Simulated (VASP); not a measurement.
Crystal: LiH.

```
Li H
1.0
     0.00000    1.97055    2.00299
     1.97055    0.00000    2.00299
     1.97055    1.97055    0.00000
Li H
1 1
Direct
  0.00000 0.00000 0.00000
  0.50000 0.50000 0.50000
```

This cell differs from its parent crystal: biaxial xy strain -1.6%.

Base run:

| Property | Result |
| --- | --- |
| Program | VASP 6.6.1 |
| Functional | r2SCAN |
| Potentials or basis | VASP PAW PBE potentials, release 64 (Li_sv, H) |
| Cutoff | 520 eV |
| k mesh | 10 × 10 × 10 |
| Occupations | gaussian, width 0.01 eV |
| Spin | no spin polarisation |

Its results: band gap on the k mesh 3.36 eV (least direct gap 3.49 eV).

Question: The run is repeated on the same cell with these changes: functional from r2SCAN to HSE06; k mesh from 10 × 10 × 10 to 8 × 8 × 8. What comes out?

Answer: Band gap on the k mesh 3.75 eV (least direct gap 3.89 eV).

Several settings changed at once.

A k mesh can miss the band edges.
